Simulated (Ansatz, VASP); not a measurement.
**Zn in VASP and in Ansatz**

```xyz
1
Lattice="0.0000 1.9194 1.9194 1.9194 0.0000 1.9194 1.9194 1.9194 0.0000" Properties=species:S:1:pos:R:3 pbc="T T T"
Zn    0.0000    0.0000    0.0000
```

Alike in both runs: functional PBEsol; k mesh 24 × 24 × 24; occupations gaussian, width 0.1 eV; no spin polarisation.

Ansatz relaxed the structure, and its values are those at the end. VASP's run is a single point on that final structure, the one shown.

|  | VASP | Ansatz |
| --- | --- | --- |
| version | VASP 6.6.1 | Ansatz 0.2.0 |
| potentials or method | VASP PAW PBE potentials, release 64 (Zn), cutoff 520 eV | scalar-relativistic, plane waves, PAW |
| valence electrons in the cell | 12 | 12 |

```csv
,VASP,Ansatz,Ansatz less VASP
gap on the k mesh at the Fermi level (eV),none,none,-
pressure (GPa),0.5,0.0,-0.46
```

VASP's potentials were made for PBE, not for PBEsol. A gap of «none» marks a metal or a gap that the smearing closes.
